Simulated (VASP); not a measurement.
# CoO (P-6m2) in VASP: a series of runs

Runs on CoO. Level: PBE. Tasks: single point.

Program: VASP 6.6.1. These are calculated values, not measurements. Logs are shortened: lines on timing, memory, paths and dates and some standing lists are left out, and cuts for length are marked.

## (1) The cell of the first run

The structure is hexagonal, space group P-6m2 (No. 187). Conventional cell: a = 2.818 Å, b = 2.818 Å, c = 2.750 Å, α = 90.00°, β = 90.00°, γ = 120.00°. Co (site symmetry -6m2) has 6 O at 2.13 Å and 2 Co at 2.75 Å within 2.8 Å. Within 2.8 Å of O (site symmetry -6m2) lie 6 Co at 2.13 Å and 2 O at 2.75 Å.

## (2) Single point, PBE, collinear spin, ferromagnetic start

INCAR

```
SYSTEM = CoO
PREC     = Accurate       ! precision mode
ENCUT    = 520            ! plane-wave cutoff, eV
EDIFF    = 1E-7           ! SCF threshold, eV
ISMEAR   = -1             ! smearing method
SIGMA    = 0.05           ! smearing width, eV
LREAL    = .False.        ! projectors in reciprocal space
LASPH    = .True.         ! aspherical terms in the spheres
NELM     = 150            ! most SCF steps
ALGO     = Normal         ! electronic algorithm
ISIF     = 2              ! what is computed and relaxed
LWAVE    = .False.        ! write WAVECAR
LCHARG   = .False.        ! write CHGCAR
ISPIN    = 2              ! spin polarisation
MAGMOM   = 2 0            ! initial moments
LORBIT   = 11             ! projections on sites
LMAXMIX  = 4              ! l up to which the mixer works
GGA      = PE             ! functional
NBANDS   = 18             ! bands
```

KPOINTS

```
Automatic mesh
0
Gamma
  11 11 10
  0 0 0
```

POSCAR

```
CoO
1.0
    2.8176958596      0.0000000000      0.0000000000
   -1.4088479249      2.4401961906      0.0000000000
    0.0000000000      0.0000000000      2.7499315531
Co O
1 1
Direct
    0.0000000000      0.0000000000      0.0000000000
    0.6666666667      0.3333333333      0.5000000000
```

Potentials or basis: VASP PAW PBE potentials, release 64 (Co, O).

On the command line:

```sh
$ cat potpaw_PBE.64/Co/POTCAR potpaw_PBE.64/O/POTCAR > POTCAR
$ mpirun -np 1 vasp_std > vasp.out
```

OUTCAR:

```text
SYSTEM = CoO
   PREC = Accurate
   ENCUT = 520
   EDIFF = 1E-7
   ISMEAR = -1
   LREAL = .False.
   LASPH = .True.
   NELM = 150
   ISIF = 2
   ISPIN = 2
   LORBIT = 11
   GGA = PE

 ion  position               nearest neighbor table
   1  0.000  0.000  0.000-   2 2.13   2 2.13   2 2.13   2 2.13   2 2.13   2 2.13
   2  0.667  0.333  0.500-   1 2.13   1 2.13   1 2.13   1 2.13   1 2.13   1 2.13

  LATTYP: Found a hexagonal cell.
 ALAT       =     2.8176958596
 C/A-ratio  =     0.9759504539

  Lattice vectors:

 A1 = (   2.8176958596,   0.0000000000,   0.0000000000)
 A2 = (  -1.4088479249,   2.4401961906,   0.0000000000)
 A3 = (   0.0000000000,   0.0000000000,   2.7499315531)

Analysis of symmetry for initial positions (statically):
=====================================================================
 Subroutine PRICEL returns:
 Original cell was already a primitive cell.

 Routine SETGRP: Setting up the symmetry group for a
 hexagonal supercell.

 Subroutine GETGRP returns: Found 12 space group operations
 (whereof 12 operations were pure point group operations)
 out of a pool of 24 trial point group operations.

The static configuration has the point symmetry D_3h.

Analysis of symmetry for dynamics (positions and initial velocities):
=====================================================================
 Subroutine PRICEL returns:
 Original cell was already a primitive cell.

 Routine SETGRP: Setting up the symmetry group for a
 hexagonal supercell.

 Subroutine GETGRP returns: Found 12 space group operations
 (whereof 12 operations were pure point group operations)
 out of a pool of 24 trial point group operations.

The dynamic configuration has the point symmetry D_3h.

Analysis of structural, dynamic, and magnetic symmetry:
=====================================================================
 Subroutine PRICEL returns:
 Original cell was already a primitive cell.

 Routine SETGRP: Setting up the symmetry group for a
 hexagonal supercell.

 Subroutine GETGRP returns: Found 12 space group operations
 (whereof 12 operations were pure point group operations)
 out of a pool of 24 trial point group operations.

The overall configuration has the point symmetry D_3h.

 Subroutine INISYM returns: Found 12 space group operations
 (whereof 12 operations are pure point group operations),
 and found     1 'primitive' translations

[... 111 lines left out ...]
   IALGO  =     38    algorithm
   IMIX   =      4    mixing-type and parameters
     AMIX     =   0.40;   BMIX     =  1.00
     AMIX_MAG =   1.60;   BMIX_MAG =  1.00
  volume/ion in A,a.u.               =       9.45        63.80
  Fermi-wavevector in a.u.,A,eV,Ry     =   1.515508  2.863896 31.249393  2.296766
  Thomas-Fermi vector in A             =   2.625023
   LORBIT       =     11    0 simple, 1 ext, 2 COOP (PROOUT), +10 PAW based schemes
   GGA     = PE    functional components
   LHFCALC =     F    Hartree Fock is set to
   AEXX    =    0.0000 exact exchange contribution
   IVDW    =     0    specifies the selected vdW correction
   LEPSILON=     F    determine dielectric tensor
   LRPA    =     F    only Hartree local field effects (RPA)
 spin polarized calculation
  energy-cutoff  :      520.00
  volume of cell :       18.91
 maximum number of plane-waves:       522
 NGX is ok and might be reduce to    24
   NGX = 11   NGY = 11   NGZ = 11

 number of electron      15.0000005 magnetization       2.9999571

 Free energy of the ion-electron system (eV)
  ---------------------------------------------------
  ext. energy  EPLUGINS =         0.00000000
  ---------------------------------------------------
  free energy    TOTEN  =       -12.93642559 eV

  energy without entropy =      -12.90886037  energy(sigma->0) =      -12.92264298

 E-fermi :   8.1546     XC(G=0): -12.5621

 val. band max:        8.1528301715   @ k =   0.4545   0.0909   0.0000
 cond. band min:       8.1549032050   @ k =   0.0909   0.0909   0.5000
 fundamental gap:      0.0020730335
 Fermi energy:         8.1545556603

 spin component 1

 k-point     1 :       0.0000    0.0000    0.0000
  band No.  band energies     occupation
      1     -12.3074      1.00000
      2       3.2657      1.00000
      3       3.2657      1.00000
      4       3.7976      1.00000
      5       4.4297      1.00000
      6       5.2272      1.00000
[... 493 lines left out ...]
     17      36.1023      0.00000
     18      37.7359      0.00000

 [... further k-points ...]

 spin component 2

 k-point     1 :       0.0000    0.0000    0.0000
  band No.  band energies     occupation
      1     -11.6557      1.00000
      2       4.5941      1.00000
      3       4.5941      1.00000
      4       5.1063      1.00000
      5       5.4895      1.00000
      6       8.4267      0.00430
[... 493 lines left out ...]
     17      36.4942      0.00000
     18      38.1858      0.00000

 [... further k-points ...]

------------------------ aborting loop because EDIFF is reached ----------------------------------------

  FORCE on cell =-STRESS in cart. coord.  units (eV):
  Direction    XX          YY          ZZ          XY          YZ          ZX
  --------------------------------------------------------------------------------------
  -------------------------------------------------------------------------------------
  Total       -0.0309659     -0.0309659     -0.3938533     -0.0000000     -0.0000000      0.0000000
  in kB       -2.6239366     -2.6239366    -33.3737008     -0.0000000     -0.0000000      0.0000000
  external PRESSURE =     -12.8738580 kB  Pullay stress =       0.0000000 kB

 VOLUME and BASIS-vectors are now :
 -----------------------------------------------------------------------------
  energy-cutoff  :      520.00
  volume of cell :       18.91
      direct lattice vectors                 reciprocal lattice vectors
     2.817695860  0.000000000  0.000000000     0.354899908  0.204901557  0.000000000
    -1.408847925  2.440196191  0.000000000     0.000000000  0.409803115  0.000000000
     0.000000000  0.000000000  2.749931553     0.000000000  0.000000000  0.363645415

 POSITION                                       TOTAL-FORCE (eV/Angst)
 -----------------------------------------------------------------------------------
      0.00000      0.00000      0.00000         0.000000     -0.000000      0.000000
      1.40885      0.81340      1.37497        -0.000000      0.000000      0.000000
 -----------------------------------------------------------------------------------
    total drift:                               -0.000000     -0.000000      0.000000

  FREE ENERGIE OF THE ION-ELECTRON SYSTEM (eV)
  ---------------------------------------------------
  free  energy   TOTEN  =       -12.9364255873 eV

  energy  without entropy=      -12.9088603677  energy(sigma->0) =      -12.92264298

 total charge

# of ion       s       p       d       tot
------------------------------------------
    1        0.308   0.390   7.141   7.839
    2        1.564   3.400   0.000   4.964
--------------------------------------------------
tot          1.872   3.790   7.141  12.803

 magnetization (x)

# of ion       s       p       d       tot
------------------------------------------
    1        0.006   0.007   2.534   2.547
    2        0.026   0.381   0.000   0.407
--------------------------------------------------
tot          0.032   0.388   2.534   2.954
```

OSZICAR:

```text
N       E                     dE             d eps       ncg     rms          rms(c)
DAV:   1     0.764672871095E+02    0.76467E+02   -0.65704E+03  7216   0.959E+02
DAV:   2    -0.108221732177E+02   -0.87289E+02   -0.75644E+02  7240   0.222E+02
[... 11 lines left out ...]
DAV:  14    -0.129364554476E+02    0.98636E-04   -0.16622E-04  8710   0.144E-01    0.645E-02
DAV:  15    -0.129364303247E+02    0.25123E-04   -0.12397E-04  9108   0.134E-01    0.261E-02
DAV:  16    -0.129364251199E+02    0.52048E-05   -0.15901E-05  9002   0.405E-02    0.122E-02
DAV:  17    -0.129364256684E+02   -0.54850E-06   -0.16389E-06 10480   0.146E-02    0.544E-03
DAV:  18    -0.129364255276E+02    0.14078E-06   -0.97142E-07  8276   0.158E-02    0.198E-03
DAV:  19    -0.129364255873E+02   -0.59625E-07   -0.13880E-07  4612   0.447E-03
   1 F= -.12936426E+02 E0= -.12922643E+02  d E =-.275652E-01  mag=     2.9999
```

stdout:

```text
POSCAR found type information on POSCAR CoO
 POSCAR found :  2 types and       2 ions
 scaLAPACK will be used
 LDA part: xc-table for (Slater+PW92), standard interpolation
 POSCAR, INCAR and KPOINTS ok, starting setup
 FFT: planning ... GRIDC
 FFT: planning ... GRID_SOFT
 FFT: planning ... GRID
 WAVECAR not read
 entering main loop
```

Run time: 52 s. Hardware: 1 thread of AMD EPYC 9R45 (Zen 5), shared host; peak memory 0.15 GiB.

Results:

```
Free energy                                           : -12.9364 eV
Pressure                                              : -1.3 GPa
Band gap on the k mesh                                : zero (filled and empty bands overlap)
Net moment                                            : 3.00 μB per cell
Site moments                                          : Co +2.55; O +0.41 μB
Valence electrons inside the program's atomic spheres : Co 7.84; O 4.96
```

Stress tensor (GPa, compression positive):
```
-0.26  0.00  0.00
 0.00 -0.26  0.00
 0.00  0.00 -3.34
```

Levels at points of the mesh, in eV from the Fermi level:
Spin up:
| k point | band 7 | band 8 | band 9 | band 10 | band 11 | band 12 |
| --- | --- | --- | --- | --- | --- | --- |
| (0.00, 0.00, 0.00) | -2.93 | -1.01 | -1.01 | 0.71 | 14.57 | 16.37 |
| (0.00, 0.00, 0.50) | -2.25 | -1.23 | -1.23 | 6.76 | 7.01 | 21.58 |
Spin down:
```
           k point  band 3  band 4  band 5  band 6  band 7  band 8  band 9  band 10
(0.00, 0.00, 0.00)   -3.56   -3.05   -2.67    0.27    0.27    0.80    0.80     1.33
(0.00, 0.00, 0.50)   -2.92   -2.92   -0.99   -0.99   -0.19    0.97    0.97     7.45
```

Caveat: a cell with one magnetic atom can't hold antiferromagnetic order, which such compounds often take; semilocal functionals often make such compounds metallic where correlation or magnetic order opens a gap, which also shifts bond lengths.

## (3) Single point, PBE, collinear spin, ferromagnetic start

INCAR

```
ALGO     = Normal         # electronic algorithm
EDIFF    = 1E-6           # SCF threshold, eV
ENCUT    = 520            # plane-wave cutoff, eV
GGA      = PE             # functional
ISIF     = 2              # what is computed and relaxed
ISMEAR   = -1             # smearing method
ISPIN    = 2              # spin polarisation
LASPH    = T              # aspherical terms in the spheres
LCHARG   = F              # write CHGCAR
LMAXMIX  = 4              # l up to which the mixer works
LORBIT   = 11             # projections on sites
LREAL    = F              # projectors in reciprocal space
LWAVE    = F              # write WAVECAR
MAGMOM   = 2 0            # initial moments
NBANDS   = 18             # bands
NELM     = 150            # most SCF steps
PREC     = Accurate       # precision mode
SIGMA    = 0.05           # smearing width, eV
```

KPOINTS

```
k-points
0
Gamma
  11 11 10
```

POSCAR is that of step 2.

Potentials or basis: VASP PAW PBE potentials, release 64 (Co, O).

On the command line:

```sh
$ cat potpaw_PBE.64/Co/POTCAR potpaw_PBE.64/O/POTCAR > POTCAR
$ mpirun -np 1 vasp_std > vasp.out
```

Run time: 53 s. Hardware: 1 thread of AMD EPYC 9R45 (Zen 5), shared host; peak memory 0.15 GiB.

It converged, with:

```yaml
Free_energy: -12.9364 eV
Pressure: -1.4 GPa
Band_gap_on_the_k_mesh: zero (filled and empty bands overlap)
Net_moment: 3.00 μB per cell
Site_moments: Co +2.55; O +0.41 μB
Valence_electrons_inside_the_program's_atomic_spheres: Co 7.84; O 4.96
```

Stress tensor (GPa, compression positive):
```
-0.36  0.00  0.00
 0.00 -0.36  0.00
 0.00  0.00 -3.43
```

Levels at points of the mesh, in eV from the Fermi level:
Spin up:
| k point | band 6 | band 7 | band 8 | band 9 | band 10 | band 11 | band 12 | band 13 |
| --- | --- | --- | --- | --- | --- | --- | --- | --- |
| (0.00, 0.00, 0.00) | -2.93 | -2.93 | -1.01 | -1.01 | 0.71 | 14.57 | 16.37 | 16.37 |
| (0.00, 0.00, 0.50) | -3.29 | -2.25 | -1.23 | -1.23 | 6.76 | 7.01 | 21.58 | 21.58 |
Spin down:
```csv
k point,band 2,band 3,band 4,band 5,band 6,band 7,band 8,band 9,band 10,band 11
"(0.00, 0.00, 0.00)",-3.56,-3.56,-3.05,-2.67,0.27,0.27,0.80,0.80,1.33,14.97
"(0.00, 0.00, 0.50)",-8.25,-2.92,-2.92,-0.99,-0.99,-0.19,0.97,0.97,7.45,7.46
```

Caveat: a cell with one magnetic atom can't hold antiferromagnetic order, which such compounds often take; semilocal functionals often make such compounds metallic where correlation or magnetic order opens a gap, which also shifts bond lengths.

## (4) Single point, PBE, collinear spin, ferromagnetic start

This run uses another cell than the first one, of 9.65 Å³/atom, 1.021 times its volume.

INCAR

```
SYSTEM = CoO
ALGO = Normal
EDIFF = 1E-6
ENCUT = 520
GGA = PE
ISIF = 2
ISMEAR = -1
ISPIN = 2
LASPH = .TRUE.
LCHARG = .FALSE.
LMAXMIX = 4
LORBIT = 11
LREAL = .FALSE.
LWAVE = .FALSE.
MAGMOM = 2 0
NBANDS = 18
NELM = 150
PREC = Accurate
SIGMA = 0.05
```

KPOINTS

```
k-points
0
G
  11 11 10
  0 0 0
```

POSCAR

```
CoO
1.0
    2.8371288589      0.0000000000      0.0000000000
   -1.4185644245      2.4570256617      0.0000000000
    0.0000000000      0.0000000000      2.7688971976
Co O
1 1
Direct
    0.0000000000      0.0000000000      0.0000000000
    0.6666666667      0.3333333333      0.5000000000
```

On the command line:

```sh
$ cat potpaw_PBE.64/Co/POTCAR potpaw_PBE.64/O/POTCAR > POTCAR
$ mpirun -np 1 vasp_std > vasp.out
```

Wall time 55 s (1 thread of AMD EPYC 9R45 (Zen 5), shared host); peak memory 0.15 GiB.

The run converged. Its results:

```yaml
Free_energy: -12.9292 eV
Pressure: -5.0 GPa
Band_gap_on_the_k_mesh: zero (filled and empty bands overlap)
Net_moment: 3.00 μB per cell
Site_moments: Co +2.55; O +0.40 μB
Valence_electrons_inside_the_program's_atomic_spheres: Co 7.80; O 4.95
```

Stress tensor (GPa, compression positive):
```
-3.66  0.00  0.00
 0.00 -3.66  0.00
 0.00  0.00 -7.69
```

Levels at points of the mesh, in eV from the Fermi level:
Spin up:
| k point | band 6 | band 7 | band 8 | band 9 | band 10 | band 11 | band 12 | band 13 |
| --- | --- | --- | --- | --- | --- | --- | --- | --- |
| (0.00, 0.00, 0.00) | -2.93 | -2.93 | -1.02 | -1.02 | 0.62 | 14.48 | 16.21 | 16.21 |
| (0.00, 0.00, 0.50) | -3.25 | -2.22 | -1.22 | -1.22 | 6.64 | 6.89 | 21.27 | 21.27 |
Spin down:
```tsv
k point	band 2	band 3	band 4	band 5	band 6	band 7	band 8	band 9	band 10	band 11
(0.00, 0.00, 0.00)	-3.46	-3.46	-2.96	-2.60	0.30	0.30	0.79	0.79	1.23	14.87
(0.00, 0.00, 0.50)	-8.06	-2.82	-2.82	-0.95	-0.95	-0.20	0.98	0.98	7.32	7.33
```

Caveat: a cell with one magnetic atom can't hold antiferromagnetic order, which such compounds often take; semilocal functionals often make such compounds metallic where correlation or magnetic order opens a gap, which also shifts bond lengths.

## (5) Single point, PBE, collinear spin, ferromagnetic start

This run uses another cell than the first one, of 9.85 Å³/atom, 1.042 times its volume.

INCAR

```
ALGO = Normal
EDIFF = 1E-6
ENCUT = 520
GGA = PE
ISIF = 2
ISMEAR = -1
ISPIN = 2
LASPH = True
LCHARG = False
LMAXMIX = 4
LORBIT = 11
LREAL = False
LWAVE = False
MAGMOM = 2 0
NBANDS = 18
NELM = 150
PREC = Accurate
SIGMA = 0.05
```

KPOINTS

```
k-points
0
Gamma
  11 11 10
```

POSCAR

```
CoO
1.0
    2.8562992300      0.0000000000      0.0000000000
   -1.4281496100      2.4736276900      0.0000000000
    0.0000000000      0.0000000000      2.7876065300
Co O
1 1
Direct
    0.0000000000      0.0000000000      0.0000000000
    0.6666666667      0.3333333333      0.5000000000
```

On the command line:

```sh
$ cat potpaw_PBE.64/Co/POTCAR potpaw_PBE.64/O/POTCAR > POTCAR
$ mpirun -np 1 vasp_std > vasp.out
```

Wall time 49 s (1 thread of AMD EPYC 9R45 (Zen 5), shared host); peak memory 0.15 GiB.

It converged, with:

* Free energy: -12.9137 eV
* Pressure: -8.2 GPa
* Band gap on the k mesh: zero (filled and empty bands overlap)
* Net moment: 3.00 μB per cell
* Site moments: Co +2.56; O +0.40 μB
* Valence electrons inside the program's atomic spheres: Co 7.77; O 4.94

Stress tensor (GPa, compression positive):
```
 -6.56   0.00   0.00
  0.00  -6.56   0.00
  0.00   0.00 -11.45
```

Levels at points of the mesh, in eV from the Fermi level:
Spin up:
| k point | band 5 | band 6 | band 7 | band 8 | band 9 | band 10 | band 11 | band 12 | band 13 | band 14 |
| --- | --- | --- | --- | --- | --- | --- | --- | --- | --- | --- |
| (0.00, 0.00, 0.00) | -3.54 | -2.93 | -2.93 | -1.02 | -1.02 | 0.53 | 14.40 | 16.05 | 16.05 | 17.98 |
| (0.00, 0.00, 0.50) | -3.22 | -3.22 | -2.19 | -1.22 | -1.22 | 6.52 | 6.77 | 20.97 | 20.97 | 21.36 |
Spin down:
```csv
k point,band 2,band 3,band 4,band 5,band 6,band 7,band 8,band 9,band 10,band 11
"(0.00, 0.00, 0.00)",-3.35,-3.35,-2.88,-2.53,0.32,0.32,0.77,0.77,1.14,14.78
"(0.00, 0.00, 0.50)",-7.89,-2.73,-2.73,-0.92,-0.92,-0.21,0.99,0.99,7.20,7.21
```

Caveat: a cell with one magnetic atom can't hold antiferromagnetic order, which such compounds often take; semilocal functionals often make such compounds metallic where correlation or magnetic order opens a gap, which also shifts bond lengths.

(Part 1 of 2 ends here.)
